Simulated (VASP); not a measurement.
Here is a VASP 6.6.1 calculation.

File INCAR:

```
SYSTEM = Pt
PREC = Accurate
ENCUT = 520
EDIFF = 1E-6
ISMEAR = 0
SIGMA = 0.1
LREAL = .False.
LASPH = .True.
NELM = 100
ALGO = Normal
ISIF = 2
LWAVE = .False.
LCHARG = .False.
GGA = PE
NBANDS = 28
```

File KPOINTS:

```
regular mesh
0
Gamma
  12 12 10
  0 0 0
```

The input POSCAR:

```
Pt
1.0
    4.3603768598      0.0000000000      0.0000000000
   -2.1801884299      3.7761971306      0.0000000000
    0.0000000000      0.0000000000      5.0484418676
Pt
4
Direct
    0.0000000000      0.0000000000      0.2500000000
    0.0000000000      0.0000000000      0.7500000000
    0.3333333333      0.6666666667      0.7500000000
    0.6666666667      0.3333333333      0.2500000000
```

Potentials or basis: VASP PAW PBE potentials, release 64 (Pt).

Launch:

```bash
$ cat potpaw_PBE.64/Pt/POTCAR > POTCAR
$ mpirun -np 1 vasp_std > vasp.out
```

**Question.** Predict the pressure.

**Answer.** -0.4 GPa.

**Question.** Predict the band gap on the k mesh.

**Answer.** Zero (band 20 reaches 7.10 eV, above the bottom of band 21 at 5.53 eV).

Caveat: spin-orbit coupling is left out, which moves the levels of the heavy elements.
